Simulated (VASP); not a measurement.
Write the native input for VASP 6.6.1 that does the following.

| Quantity | Value |
| --- | --- |
| Task | single point |
| Functional | PBE |
| Potentials or basis | VASP PAW PBE potentials, release 64 (Rb_sv) |
| Cutoff | 520 eV |
| k mesh | 12 × 12 × 12 |
| Occupations | gaussian, width 0.15 eV |
| Spin | no spin polarisation |
| Dipole correction | no |
| Further INCAR settings | ALGO = Fast; EDIFF = 1e-06; NBANDS = 10 |

The structure of Rb lies in POSCAR:

```
Rb
1.0
   -2.7639100000      2.7639100000      2.8901800000
    2.7639100000     -2.7639100000      2.8901800000
    2.7639100000      2.7639100000     -2.8901800000
Rb
1
Direct
    0.0000000000      0.0000000000      0.0000000000
```

This cell differs from its parent crystal: strain -0.015 along x and y, +0.030 along z.

The input as run:

INCAR

```
SYSTEM = Rb
PREC = Accurate
ENCUT = 520
EDIFF = 1E-6
ISMEAR = 0
SIGMA = 0.15
LREAL = .False.
LASPH = .True.
NELM = 60
ALGO = Fast
ISIF = 2
LWAVE = .False.
LCHARG = .True.
GGA = PE
LELF = .True.
LVHAR = .True.
NBANDS = 10
```

KPOINTS

```
regular mesh
0
Gamma
  12 12 12
  0 0 0
```

Potentials or basis: VASP PAW PBE potentials, release 64 (Rb_sv).

Run with:

```bash
$ cat potpaw_PBE.64/Rb_sv/POTCAR > POTCAR
$ mpirun -np 1 vasp_std > vasp.out
```

It gave:

- Pressure: 0.1 GPa

Caveat: the cell differs from its parent crystal (strain -0.015 along x and y, +0.030 along z).

Run time: 64 s on 1 thread of Intel(R) Xeon(R) 6975P-C (Granite Rapids), on a shared host, peak memory 0.29 GiB.
